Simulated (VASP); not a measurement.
# C (Fd-3m) in VASP: single point with PBE

Aim: the single point of C with PBE.

Program: VASP 6.6.1. These are calculated values, not measurements. Logs are shortened: lines on timing, memory, paths and dates and some standing lists are left out, and cuts for length are marked.

### Step 1. The cell of the first run

The structure is cubic, space group Fd-3m (No. 227). The conventional cell has a = 3.567 Å, b = 3.567 Å, c = 3.567 Å, α = 90.00°, β = 90.00°, γ = 90.00°. C (site symmetry -43m) has 4 C at 1.54 Å within 2.1 Å.

### Step 2. Single point, PBE

Input file INCAR:

```
PREC = Accurate
ENCUT = 600
EDIFF = 1E-6
ISMEAR = 0
SIGMA = 0.01
LREAL = False
LASPH = True
NELM = 120
ALGO = Normal
ISIF = 2
LWAVE = False
LCHARG = True
GGA = PE
LELF = True
LVHAR = True
NBANDS = 11
GGA_COMPAT = False
```

Input file KPOINTS:

```
Automatic mesh
0
Gamma
  6 6 6
```

Input file POSCAR:

```
C
1.0
    0.0000000000      1.7833700000      1.7833700000
    1.7833700000      0.0000000000      1.7833700000
    1.7833700000      1.7833700000      0.0000000000
C
2
Direct
    0.5000000000      0.5000000000      0.5000000000
    0.7500000000      0.7500000000      0.7500000000
```

Potentials or basis: VASP PAW PBE potentials, release 64 (C).

Command:

```console
$ cat potpaw_PBE.64/C/POTCAR > POTCAR
$ mpirun -np 1 vasp_std > vasp.out
```

OUTCAR:

```text
PREC = Accurate
   ENCUT = 600
   EDIFF = 1E-6
   ISMEAR = 0
   LREAL = False
   LASPH = True
   NELM = 120
   ISIF = 2
   GGA = PE

 ion  position               nearest neighbor table
   1  0.500  0.500  0.500-   2 1.54   2 1.54   2 1.54   2 1.54
   2  0.750  0.750  0.750-   1 1.54   1 1.54   1 1.54   1 1.54

  LATTYP: Found a face centered cubic cell.
 ALAT       =     3.5667400000

  Lattice vectors:

 A1 = (   0.0000000000,   1.7833700000,   1.7833700000)
 A2 = (   1.7833700000,   0.0000000000,   1.7833700000)
 A3 = (   1.7833700000,   1.7833700000,   0.0000000000)

Analysis of symmetry for initial positions (statically):
=====================================================================
 Subroutine PRICEL returns:
 Original cell was already a primitive cell.

 Routine SETGRP: Setting up the symmetry group for a
 face centered cubic supercell.

 Subroutine GETGRP returns: Found 48 space group operations
 (whereof 24 operations were pure point group operations)
 out of a pool of 48 trial point group operations.

The static configuration has the point symmetry T_d .
 The point group associated with its full space group is O_h .

Analysis of symmetry for dynamics (positions and initial velocities):
=====================================================================
 Subroutine PRICEL returns:
 Original cell was already a primitive cell.

 Routine SETGRP: Setting up the symmetry group for a
 face centered cubic supercell.

 Subroutine GETGRP returns: Found 48 space group operations
 (whereof 24 operations were pure point group operations)
 out of a pool of 48 trial point group operations.

The dynamic configuration has the point symmetry T_d .
 The point group associated with its full space group is O_h .

 Subroutine INISYM returns: Found 48 space group operations
 (whereof 24 operations are pure point group operations),
 and found     1 'primitive' translations

----------------------------------------------------------------------------------------

                                     Primitive cell

  volume of cell :      11.3437

  direct lattice vectors                    reciprocal lattice vectors
     0.000000000  1.783370000  1.783370000    -0.280368067  0.280368067  0.280368067
     1.783370000  0.000000000  1.783370000     0.280368067 -0.280368067  0.280368067
     1.783370000  1.783370000  0.000000000     0.280368067  0.280368067 -0.280368067

  length of vectors
     2.522066041  2.522066041  2.522066041     0.485611737  0.485611737  0.485611737

  position of ions in fractional coordinates (direct lattice)
     0.500000000  0.500000000  0.500000000
     0.750000000  0.750000000  0.750000000

  ion indices of the primitive-cell ions
   primitive index   ion index
                 1           1
                 2           2

----------------------------------------------------------------------------------------

 KPOINTS: Automatic mesh

Automatic generation of k-mesh.
 Grid dimensions read from file:
 generate k-points for:    6    6    6

 Generating k-lattice:

  Cartesian coordinates                     Fractional coordinates (reciprocal lattice)
    -0.046728011  0.046728011  0.046728011     0.166666667  0.000000000  0.000000000
     0.046728011 -0.046728011  0.046728011     0.000000000  0.166666667  0.000000000
     0.046728011  0.046728011 -0.046728011     0.000000000  0.000000000  0.166666667

  Length of vectors
     0.080935290  0.080935290  0.080935290

  Shift w.r.t. Gamma in fractional coordinates (k-lattice)
     0.000000000  0.000000000  0.000000000

 Subroutine IBZKPT returns following result:
 ===========================================

 Found     16 irreducible k-points:

 Following reciprocal coordinates:
            Coordinates               Weight
  0.000000  0.000000  0.000000      1.000000
  0.166667  0.000000  0.000000      8.000000
  0.333333  0.000000  0.000000      8.000000
  0.500000  0.000000  0.000000      4.000000
  0.166667  0.166667  0.000000      6.000000
  0.333333  0.166667  0.000000     24.000000
[... 8 lines left out ...]
 -0.333333  0.333333  0.166667     24.000000
 -0.333333  0.500000  0.166667     12.000000
   k-points           NKPTS =     16   k-points in BZ     NKDIM =     16   number of bands    NBANDS=     11
   number of dos      NEDOS =    301   number of ions     NIONS =      2
   total plane-waves  NPLWV =   8000
   dimension x,y,z NGX =    20 NGY =   20 NGZ =   20
   dimension x,y,z NGXF=    40 NGYF=   40 NGZF=   40
   ions per type =               2
   NGX,Y,Z   is equivalent  to a cutoff of  13.18, 13.18, 13.18 a.u.
   NGXF,Y,Z  is equivalent  to a cutoff of  26.37, 26.37, 26.37 a.u.
 SYSTEM =  unknown system
   PREC   = accura    normal or accurate (medium, high low for compatibility)
   ISTART =      0    job   : 0-new  1-cont  2-samecut
   ICHARG =      2    charge: 1-file 2-atom 10-const
   ISPIN  =      1    spin polarized calculation?
   LNONCOLLINEAR =      F non collinear calculations
   LSORBIT =      F    spin-orbit coupling
   LASPH  =      T    aspherical Exc in radial PAW
   ENCUT  =  600.0 eV  44.10 Ry    6.64 a.u.   5.04  5.04  5.04*2*pi/ulx,y,z
   NELM   =    120;   NELMIN=  2; NELMDL= -5     # of ELM steps
   EDIFF  = 0.1E-05   stopping-criterion for ELM
   LREAL  =      F    real-space projection
   EDIFFG = 0.1E-04   stopping-criterion for IOM
   NSW    =      0    number of steps for IOM
   IBRION =     -1    ionic relax: 0-MD 1-quasi-New 2-CG
   NFREE  =      0    steps in history (QN), initial steepest desc. (CG)
   ISIF   =      2    stress and relaxation
   ISYM   =      2    0-nonsym 1-usesym 2-fastsym
   POTIM  = 0.5000    time-step for ionic-motion
   TEBEG  =    0.0;   TEEND  =   0.0 temperature during run
   PSTRESS=    0.0 pullay stress
   NELECT =       8.0000    total number of electrons
   NUPDOWN=      -1.0000    fix difference up-down
   EMIN   =  10.00;   EMAX   =-10.00  energy-range for DOS
   EFERMI =   0.00;   METHOD = LEGACY
   ISMEAR =     0;   SIGMA  =   0.01  broadening in eV -4-tet -1-fermi 0-gaus
   EFERMI_NEDOS =   21; number of points for ismear=-14 and -15
   IALGO  =     38    algorithm
   IMIX   =      4    mixing-type and parameters
     AMIX     =   0.40;   BMIX     =  1.00
     AMIX_MAG =   1.60;   BMIX_MAG =  1.00
  volume/ion in A,a.u.               =       5.67        38.28
  Fermi-wavevector in a.u.,A,eV,Ry     =   1.457203  2.753714 28.891161  2.123440
  Thomas-Fermi vector in A             =   2.574032
   LORBIT       =      0    0 simple, 1 ext, 2 COOP (PROOUT), +10 PAW based schemes
   GGA     = PE    functional components
   LHFCALC =     F    Hartree Fock is set to
   AEXX    =    0.0000 exact exchange contribution
   IVDW    =     0    specifies the selected vdW correction
   LEPSILON=     F    determine dielectric tensor
   LRPA    =     F    only Hartree local field effects (RPA)
 non-spin polarized calculation
 Gauss-broadening in eV      SIGMA  =   0.01
  energy-cutoff  :      600.00
  volume of cell :       11.34
 maximum number of plane-waves:       388
   NGX =  9   NGY =  9   NGZ =  9

 number of electron       7.9999999 magnetization

 Free energy of the ion-electron system (eV)
  ---------------------------------------------------
  ext. energy  EPLUGINS =         0.00000000
  ---------------------------------------------------
  free energy    TOTEN  =       -18.18053857 eV

  energy without entropy =      -18.18053857  energy(sigma->0) =      -18.18053857

 E-fermi :   9.8927     XC(G=0): -13.2492

 val. band max:        9.7320293116   @ k =   0.0000   0.0000   0.0000
 cond. band min:      13.8841522894   @ k =   0.3333   0.3333   0.0000
 fundamental gap:      4.1521229777
 Fermi energy:         9.8926603448

 k-point     1 :       0.0000    0.0000    0.0000
  band No.  band energies     occupation
      1     -11.7458      2.00000
      2       9.7320      2.00000
      3       9.7320      2.00000
      4       9.7320      2.00000
      5      15.3214      0.00000
      6      15.3214      0.00000
      7      15.3214      0.00000
      8      23.0634      0.00000
      9      29.0259      0.00000
     10      36.2656      0.00000
     11      36.2656      0.00000

 k-point     2 :       0.1667    0.0000    0.0000
  band No.  band energies     occupation
      1     -10.9790      2.00000
      2       5.9753      2.00000
      3       8.7088      2.00000
      4       8.7088      2.00000
      5      16.6631      0.00000
      6      16.6631      0.00000
      7      17.1253      0.00000
      8      23.7021      0.00000
      9      30.0151      0.00000
     10      32.5441      0.00000
     11      32.5441      0.00000

 k-point     3 :       0.3333    0.0000    0.0000
  band No.  band energies     occupation
      1      -8.7302      2.00000
      2       0.3613      2.00000
      3       7.4124      2.00000
      4       7.4124      2.00000
      5      18.0076      0.00000
      6      18.0076      0.00000
      7      18.3009      0.00000
      8      24.9812      0.00000
      9      30.6794      0.00000
     10      32.9579      0.00000
     11      32.9579      0.00000

 k-point     4 :       0.5000    0.0000    0.0000
  band No.  band energies     occupation
      1      -5.9707      2.00000
      2      -3.6425      2.00000
      3       6.9320      2.00000
      4       6.9320      2.00000
      5      18.1898      0.00000
      6      18.1898      0.00000
      7      18.5792      0.00000
      8      25.4277      0.00000
      9      31.6191      0.00000
     10      33.9048      0.00000
     11      35.6656      0.00000
[... 127 lines left out ...]
 k-point    14 :       0.5000    0.3333    0.1667
  band No.  band energies     occupation
      1      -6.7897      2.00000
      2       1.0404      2.00000
      3       2.4195      2.00000
      4       4.9267      2.00000
      5      17.4313      0.00000
      6      19.7282      0.00000
      7      21.1549      0.00000
      8      23.8936      0.00000
      9      30.4067      0.00000
     10      31.7603      0.00000
     11      36.8437      0.00000

 k-point    15 :      -0.3333    0.3333    0.1667
  band No.  band energies     occupation
      1      -4.1927      2.00000
      2      -1.9839      2.00000
      3       1.9093      2.00000
      4       3.8050      2.00000
      5      18.5240      0.00000
      6      19.7685      0.00000
      7      23.4779      0.00000
      8      23.7272      0.00000
      9      27.8810      0.00000
     10      33.1135      0.00000
     11      37.0368      0.00000

 k-point    16 :      -0.3333    0.5000    0.1667
  band No.  band energies     occupation
      1      -2.4892      2.00000
      2      -2.4892      2.00000
      3       1.9211      2.00000
      4       1.9211      2.00000
      5      17.9521      0.00000
      6      17.9521      0.00000
      7      24.2394      0.00000
      8      24.2394      0.00000
      9      31.4177      0.00000
     10      31.4177      0.00000
     11      40.4038      0.00000

------------------------ aborting loop because EDIFF is reached ----------------------------------------

  FORCE on cell =-STRESS in cart. coord.  units (eV):
  Direction    XX          YY          ZZ          XY          YZ          ZX
  --------------------------------------------------------------------------------------
  -------------------------------------------------------------------------------------
  Total        0.1315399      0.1315399      0.1315399      0.0000000      0.0000000      0.0000000
  in kB       18.5786325     18.5786325     18.5786325      0.0000000      0.0000000      0.0000000
  external PRESSURE =      18.5786325 kB  Pullay stress =       0.0000000 kB

 VOLUME and BASIS-vectors are now :
 -----------------------------------------------------------------------------
  energy-cutoff  :      600.00
  volume of cell :       11.34
      direct lattice vectors                 reciprocal lattice vectors
     0.000000000  1.783370000  1.783370000    -0.280368067  0.280368067  0.280368067
     1.783370000  0.000000000  1.783370000     0.280368067 -0.280368067  0.280368067
     1.783370000  1.783370000  0.000000000     0.280368067  0.280368067 -0.280368067

 POSITION                                       TOTAL-FORCE (eV/Angst)
 -----------------------------------------------------------------------------------
      1.78337      1.78337      1.78337         0.000000      0.000000      0.000000
      2.67505      2.67505      2.67505        -0.000000     -0.000000     -0.000000
 -----------------------------------------------------------------------------------
    total drift:                                0.000000     -0.000000      0.000000

  FREE ENERGIE OF THE ION-ELECTRON SYSTEM (eV)
  ---------------------------------------------------
  free  energy   TOTEN  =       -18.1805385670 eV

  energy  without entropy=      -18.1805385670  energy(sigma->0) =      -18.18053857
```

It took 2.6 s on 1 thread of Intel Xeon Platinum 8488C (Sapphire Rapids), shared host; peak memory 0.11 GiB.

Results:

* Free energy: -18.1805 eV
* Pressure: 1.9 GPa
* Band gap on the k mesh: 4.15 eV (least direct gap 5.59 eV)

Levels at points of the mesh, in eV from the valence-band top:
```csv
k point,band 1,band 2,band 3,band 4,band 5,band 6,band 7,band 8
"(0.00, 0.00, 0.00)",-21.48,0.00,0.00,0.00,5.59,5.59,5.59,13.33
"(0.50, 0.00, 0.00)",-15.70,-13.37,-2.80,-2.80,8.46,8.46,8.85,15.70
"(0.50, 0.50, 0.00)",-12.77,-12.77,-6.30,-6.30,4.76,4.76,16.80,16.80
```

Caveat: the k points lie up to 0.51 Å⁻¹ apart. Expect the measured gap to be larger: semilocal functionals such as PBE lack the derivative discontinuity.
